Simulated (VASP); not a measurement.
# Ge4H in VASP: single point with PBE+D3(BJ)

Aim: the single point of Ge4H with PBE+D3(BJ).

All numbers are computed with VASP 6.6.1; they aren't measurements. Logs are shortened: lines on timing, memory, paths and dates and some standing lists are left out, and cuts for length are marked.

## 1. The cell of the first run

The cell holds a slab with vacuum, 20 atoms: a = 8.060 Å, b = 8.060 Å, c = 25.896 Å, α = 90.00°, β = 90.00°, γ = 120.00°.

## 2. Single point, PBE+D3(BJ)

INCAR reads:

```
PREC = Accurate ; ENCUT = 520
EDIFF = 1E-7 ; ISMEAR = 0
SIGMA = 0.1 ; LREAL = Auto
LASPH = True ; NELM = 60
ALGO = Normal ; ISIF = 2
LWAVE = False ; LCHARG = False
LDIPOL = True ; IDIPOL = 3
DIPOL = 0.5 0.5 0.419 ; GGA = PE
IVDW = 12 ; NBANDS = 130
KPAR = 2 ; NCORE = 2
```

KPOINTS reads:

```
regular mesh
0
Gamma
  3 3 1
```

POSCAR reads:

```
Ge4H
1.0
    8.0601468047      0.0000000000      0.0000000000
   -4.0300734024      6.9802918911      0.0000000000
    0.0000000000      0.0000000000     25.8962764424
Ge H
16 4
Direct
    0.6666666667      0.3333333333      0.3680065751
    0.6666666667      0.8333333333      0.3680065751
    0.1666666667      0.3333333333      0.3680065751
    0.1666666667      0.8333333333      0.3680065751
    0.5000000000      0.5000000000      0.3997731223
    0.5000000000      0.0000000000      0.3997731223
    0.0000000000      0.5000000000      0.3997731223
    0.0000000000      0.0000000000      0.3997731223
    0.0320834755      0.4671064043      0.4962437177
    0.0053320194     -0.0051842403      0.4953169985
    0.5046161624      0.4954656082      0.4952693725
    0.5330066677     -0.0319856820      0.4962464725
    0.8573234730      0.6421084493      0.5008973088
    0.8474041730      0.1526962513      0.5450362904
    0.3462918436      0.6538204336      0.5448694164
    0.3580148396      0.1427693530      0.5009200305
    0.6680582738      0.3319891066      0.3078262863
    0.6669167705      0.8335402325      0.3077842286
    0.1665076823      0.3331242520      0.3077832785
    0.1682244291      0.8318592606      0.3078271609
```

Potentials or basis: VASP PAW PBE potentials, release 64 (Ge_d, H).

The run is started by

```sh
cat potpaw_PBE.64/Ge_d/POTCAR potpaw_PBE.64/H/POTCAR > POTCAR
mpirun -np 4 vasp_std > vasp.out
```

OUTCAR:

```text
PREC = Accurate
   ENCUT = 520
   EDIFF = 1E-7
   ISMEAR = 0
   LREAL = Auto
   LASPH = True
   NELM = 60
   ISIF = 2
   GGA = PE
   IVDW = 12
 IVDW          = 12

 ion  position               nearest neighbor table
   1  0.667  0.333  0.368-  17 1.56   7 2.47   6 2.47   5 2.47
   2  0.667  0.833  0.368-  18 1.56   8 2.47   5 2.47   6 2.47
   3  0.167  0.333  0.368-  19 1.56   5 2.47   8 2.47   7 2.47
   4  0.167  0.833  0.368-  20 1.56   6 2.47   7 2.47   8 2.47
   5  0.500  0.500  0.400-   3 2.47   2 2.47   1 2.47  11 2.47
   6  0.500  0.000  0.400-   4 2.47   1 2.47   2 2.47  12 2.54
   7  0.000  0.500  0.400-   1 2.47   4 2.47   3 2.47   9 2.54
   8  0.000  0.000  0.400-   2 2.47   3 2.47   4 2.47  10 2.48
   9  0.032  0.467  0.496-  13 2.44   7 2.54  15 2.54  14 2.54
  10  0.005  0.995  0.495-   8 2.48  16 2.48  13 2.48  14 2.55
  11  0.505  0.495  0.495-   5 2.47  16 2.48  13 2.48  15 2.56
  12  0.533  0.968  0.496-  16 2.44   6 2.54  15 2.54  14 2.54
  13  0.857  0.642  0.501-   9 2.44  10 2.48  11 2.48
  14  0.847  0.153  0.545-  12 2.54   9 2.54  10 2.55
  15  0.346  0.654  0.545-  12 2.54   9 2.54  11 2.56
  16  0.358  0.143  0.501-  12 2.44  10 2.48  11 2.48
  17  0.668  0.332  0.308-   1 1.56
  18  0.667  0.834  0.308-   2 1.56
  19  0.167  0.333  0.308-   3 1.56
  20  0.168  0.832  0.308-   4 1.56

  LATTYP: Found a hexagonal cell.
 ALAT       =     8.0601468047
 C/A-ratio  =     3.2128790045

  Lattice vectors:

 A1 = (   8.0601468047,   0.0000000000,   0.0000000000)
 A2 = (  -4.0300734024,   6.9802918911,   0.0000000000)
 A3 = (   0.0000000000,   0.0000000000,  25.8962764424)

Analysis of symmetry for initial positions (statically):
=====================================================================
 Subroutine PRICEL returns:
 Original cell was already a primitive cell.

 Routine SETGRP: Setting up the symmetry group for a
 hexagonal supercell.

 Subroutine GETGRP returns: Found  1 space group operations
 (whereof  1 operations were pure point group operations)
 out of a pool of 24 trial point group operations.

The static configuration has the point symmetry C_1 .

Analysis of symmetry for dynamics (positions and initial velocities):
=====================================================================
 Subroutine PRICEL returns:
 Original cell was already a primitive cell.

 Routine SETGRP: Setting up the symmetry group for a
 hexagonal supercell.

 Subroutine GETGRP returns: Found  1 space group operations
 (whereof  1 operations were pure point group operations)
 out of a pool of 24 trial point group operations.

The dynamic configuration has the point symmetry C_1 .

 Subroutine INISYM returns: Found  1 space group operations
 (whereof  1 operations are pure point group operations),
 and found     1 'primitive' translations

----------------------------------------------------------------------------------------

                                     Primitive cell

  volume of cell :    1456.9809

  direct lattice vectors                    reciprocal lattice vectors
     8.060146805  0.000000000  0.000000000     0.124067219  0.071630242  0.000000000
    -4.030073402  6.980291891  0.000000000     0.000000000  0.143260485  0.000000000
     0.000000000  0.000000000 25.896276442     0.000000000  0.000000000  0.038615590

  length of vectors
     8.060146805  8.060146805 25.896276442     0.143260485  0.143260485  0.038615590

  position of ions in fractional coordinates (direct lattice)
     0.666666667  0.333333333  0.368006575
     0.666666667  0.833333333  0.368006575
     0.166666667  0.333333333  0.368006575
     0.166666667  0.833333333  0.368006575
     0.500000000  0.500000000  0.399773122
     0.500000000  0.000000000  0.399773122
[... 12 lines left out ...]
     0.166507682  0.333124252  0.307783278
     0.168224429  0.831859261  0.307827161

  ion indices of the primitive-cell ions
   primitive index   ion index
                 1           1
                 2           2
                 3           3
                 4           4
                 5           5
                 6           6
[... 12 lines left out ...]
                19          19
                20          20

----------------------------------------------------------------------------------------

 KPOINTS: regular mesh

Automatic generation of k-mesh.
 Grid dimensions read from file:
 generate k-points for:    3    3    1

 Generating k-lattice:

  Cartesian coordinates                     Fractional coordinates (reciprocal lattice)
     0.041355740  0.023876747  0.000000000     0.333333333 -0.000000000  0.000000000
     0.000000000  0.047753495  0.000000000     0.000000000  0.333333333  0.000000000
     0.000000000  0.000000000  0.038615590     0.000000000  0.000000000  1.000000000

  Length of vectors
     0.047753495  0.047753495  0.038615590

  Shift w.r.t. Gamma in fractional coordinates (k-lattice)
     0.000000000  0.000000000  0.000000000

 Subroutine IBZKPT returns following result:
 ===========================================

 Found      5 irreducible k-points:

 Following reciprocal coordinates:
            Coordinates               Weight
  0.000000  0.000000  0.000000      1.000000
  0.333333  0.000000  0.000000      2.000000
  0.000000  0.333333  0.000000      2.000000
 -0.333333  0.333333  0.000000      2.000000
  0.333333  0.333333  0.000000      2.000000
   k-points           NKPTS =      5   k-points in BZ     NKDIM =      5   number of bands    NBANDS=    130
   number of dos      NEDOS =    301   number of ions     NIONS =     20
   total plane-waves  NPLWV = 705600
   dimension x,y,z NGX =    60 NGY =   60 NGZ =  196
   dimension x,y,z NGXF=   120 NGYF=  120 NGZF=  392
   ions per type =              16   4
   NGX,Y,Z   is equivalent  to a cutoff of  12.38, 12.38, 12.58 a.u.
   NGXF,Y,Z  is equivalent  to a cutoff of  24.75, 24.75, 25.17 a.u.
 SYSTEM =  unknown system
   PREC   = accura    normal or accurate (medium, high low for compatibility)
   ISTART =      0    job   : 0-new  1-cont  2-samecut
   ICHARG =      2    charge: 1-file 2-atom 10-const
   ISPIN  =      1    spin polarized calculation?
   LNONCOLLINEAR =      F non collinear calculations
   LSORBIT =      F    spin-orbit coupling
   LASPH  =      T    aspherical Exc in radial PAW
   ENCUT  =  520.0 eV  38.22 Ry    6.18 a.u.  14.99 14.99 48.15*2*pi/ulx,y,z
   NELM   =     60;   NELMIN=  2; NELMDL= -5     # of ELM steps
   EDIFF  = 0.1E-06   stopping-criterion for ELM
   LREAL  =      T    real-space projection
   EDIFFG = 0.1E-05   stopping-criterion for IOM
   NSW    =      0    number of steps for IOM
   IBRION =     -1    ionic relax: 0-MD 1-quasi-New 2-CG
   NFREE  =      0    steps in history (QN), initial steepest desc. (CG)
   ISIF   =      2    stress and relaxation
   ISYM   =      2    0-nonsym 1-usesym 2-fastsym
   POTIM  = 0.5000    time-step for ionic-motion
   TEBEG  =    0.0;   TEEND  =   0.0 temperature during run
   PSTRESS=    0.0 pullay stress
   NELECT =     228.0000    total number of electrons
   NUPDOWN=      -1.0000    fix difference up-down
   EMIN   =  10.00;   EMAX   =-10.00  energy-range for DOS
   EFERMI =   0.00;   METHOD = LEGACY
   ISMEAR =     0;   SIGMA  =   0.10  broadening in eV -4-tet -1-fermi 0-gaus
   EFERMI_NEDOS =   21; number of points for ismear=-14 and -15
   IALGO  =     38    algorithm
   IMIX   =      4    mixing-type and parameters
     AMIX     =   0.40;   BMIX     =  1.00
     AMIX_MAG =   1.60;   BMIX_MAG =  1.00
  volume/ion in A,a.u.               =      72.85       491.61
  Fermi-wavevector in a.u.,A,eV,Ry     =   0.882203  1.667122 10.589170  0.778282
  Thomas-Fermi vector in A             =   2.002803
   LORBIT       =      0    0 simple, 1 ext, 2 COOP (PROOUT), +10 PAW based schemes
   GGA     = PE    functional components
   LHFCALC =     F    Hartree Fock is set to
   AEXX    =    0.0000 exact exchange contribution
   IVDW    =    12    specifies the selected vdW correction
   LEPSILON=     F    determine dielectric tensor
   LRPA    =     F    only Hartree local field effects (RPA)
 non-spin polarized calculation
 Gauss-broadening in eV      SIGMA  =   0.10
  energy-cutoff  :      520.00
  volume of cell :     1456.98
 maximum number of plane-waves:     39204
   NGX = 29   NGY = 29   NGZ = 97

 dipolmoment           0.000000      0.000000     -0.011647 electrons x Angstroem

 number of electron     228.0000057 magnetization

 dipolmoment           0.000000      0.000000      0.040960 electrons x Angstroem

 Free energy of the ion-electron system (eV)
  ---------------------------------------------------
  ext. energy  EPLUGINS =         0.00000000
  ---------------------------------------------------
  free energy    TOTEN  =       -81.17504925 eV

  energy without entropy =      -81.16672042  energy(sigma->0) =      -81.17088483

 E-fermi :  -2.1752     XC(G=0):  -3.1506

 val. band max:       -2.2440876411   @ k =   0.0000   0.0000   0.0000
 cond. band min:      -2.0998127161   @ k =   0.0000   0.0000   0.0000
 fundamental gap:      0.1442749250
 Fermi energy:        -2.1752130233

 k-point     1 :       0.0000    0.0000    0.0000
  band No.  band energies     occupation
      1     -27.0534      2.00000
      2     -27.0518      2.00000
      3     -26.9877      2.00000
      4     -26.9874      2.00000
      5     -26.9824      2.00000
      6     -26.9796      2.00000
[... 118 lines left out ...]
    125       0.4831      0.00000
    126       0.4965      0.00000

 k-point     2 :       0.3333    0.0000    0.0000
  band No.  band energies     occupation
      1     -27.0529      2.00000
      2     -27.0520      2.00000
      3     -26.9879      2.00000
      4     -26.9875      2.00000
      5     -26.9816      2.00000
      6     -26.9802      2.00000
[... 505 lines left out ...]
    125       1.1441      0.00000
    126       1.1480      0.00000
 [bands above 126 left out]

------------------------ aborting loop because EDIFF is reached ----------------------------------------

 vacuum level on the upper side and lower side of the slab       (xc-potential included)         0.015        -0.122

 Edisp (eV)   -3.50920

 E8    (eV) :    -1.6128

  FORCE on cell =-STRESS in cart. coord.  units (eV):
  Direction    XX          YY          ZZ          XY          YZ          ZX
  --------------------------------------------------------------------------------------
  -------------------------------------------------------------------------------------
  Total      -1.65679    -1.20802    -0.40949     0.38916     0.09351    -0.16515
  in kB      -1.82189    -1.32840    -0.45029     0.42794     0.10283    -0.18160
  external pressure =       -1.20 kB  Pullay stress =        0.00 kB

 VOLUME and BASIS-vectors are now :
 -----------------------------------------------------------------------------
  energy-cutoff  :      520.00
  volume of cell :     1456.98
      direct lattice vectors                 reciprocal lattice vectors
     8.060146805  0.000000000  0.000000000     0.124067219  0.071630242  0.000000000
    -4.030073402  6.980291891  0.000000000     0.000000000  0.143260485  0.000000000
     0.000000000  0.000000000 25.896276442     0.000000000  0.000000000  0.038615590

 POSITION                                       TOTAL-FORCE (eV/Angst)
 -----------------------------------------------------------------------------------
      4.03007      2.32676      9.53000        -0.001425      0.001013      0.008126
      2.01504      5.81691      9.53000         0.081154     -0.044803      0.036285
      0.00000      2.32676      9.53000         0.079552     -0.047596      0.035526
     -2.01504      5.81691      9.53000        -0.003116      0.002100      0.013782
      2.01504      3.49015     10.35264         0.059623     -0.034711     -0.238326
      4.03007      0.00000     10.35264        -0.131532      0.080884      0.122937
[... 12 lines left out ...]
     -0.00044      2.32530      7.97044         0.001417      0.000511      0.024959
     -1.99654      5.80662      7.97158        -0.001161      0.000464      0.027005
 -----------------------------------------------------------------------------------
    total drift:                                0.002247     -0.001329      0.001898

  FREE ENERGIE OF THE ION-ELECTRON SYSTEM (eV)
  ---------------------------------------------------
  free  energy   TOTEN  =       -84.6842469837 eV

  energy  without entropy=      -84.6759181531  energy(sigma->0) =      -84.68008257

 vacuum level on the upper side and lower side of the slab         2.389         2.249
```

Wall time 33 min (4 MPI ranks of AMD EPYC 7R43 (Zen 3), shared host); peak memory 0.86 GiB.

Results:

```yaml
Free_energy: -84.6842 eV
Largest_force: 0.248 eV/Å
Band_gap_on_the_k_mesh: 0.14 eV
Dispersion_energy_per_atom: -0.175 eV
```

Forces on the atoms (eV/Å):
```
Ge  -0.001  0.001  0.008
Ge   0.081 -0.045  0.036
Ge   0.080 -0.048  0.036
Ge  -0.003  0.002  0.014
Ge   0.060 -0.035 -0.238
Ge  -0.132  0.081  0.123
Ge  -0.135  0.074  0.122
Ge   0.061 -0.035 -0.225
Ge   0.002  0.002 -0.009
Ge   0.002 -0.003 -0.004
Ge   0.002 -0.001  0.024
Ge   0.000 -0.003 -0.010
Ge  -0.002 -0.002 -0.004
Ge  -0.021  0.012  0.011
Ge   0.008 -0.005  0.020
Ge   0.000  0.004 -0.006
H   -0.002  0.001  0.026
H    0.000 -0.002  0.025
H    0.001  0.001  0.025
H   -0.001  0.000  0.027
```
